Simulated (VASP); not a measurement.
The system is Ti3Nb.

```
CELL_PARAMETERS angstrom
4.13343 0.00000 0.00000
0.00000 4.13343 0.00000
0.00000 0.00000 4.13343
ATOMIC_POSITIONS crystal
Ti 0.00000 0.50000 0.50000
Ti 0.50000 0.00000 0.50000
Ti 0.50000 0.50000 0.00000
Nb 0.00000 0.00000 0.00000
```

Base run:

```yaml
Program: VASP 6.6.1
Functional: r2SCAN
Potentials_or_basis: VASP PAW PBE potentials, release 64 (Ti_sv, Nb_sv)
Cutoff: 550 eV
k_mesh: 8 × 8 × 8, shifted
Occupations: gaussian, width 0.1 eV
Spin: no spin polarisation
```

Its results: pressure -0.4 GPa.

Problem. After a change of settings the same cell gave: pressure 1.9 GPa. Which change was it?
A. k mesh from 8 × 8 × 8, shifted to 6 × 6 × 6, shifted
B. cutoff from 550 eV to 520 eV; k mesh from 8 × 8 × 8, shifted to 2 × 2 × 2
C. cutoff from 550 eV to 520 eV; k mesh from 8 × 8 × 8, shifted to 8 × 8 × 8; further incar settings from ALGO = Normal; EDIFF = 1e-06; NBANDS = 32 to ALGO = Normal; EDIFF = 1e-07; NBANDS = 32
D. cutoff from 550 eV to 520 eV; k mesh from 8 × 8 × 8, shifted to 4 × 4 × 4

Solution. B.

Caveats: some runs use coarse meshes; the PAW data sets were made with another functional, which shifts forces and pressure a little.
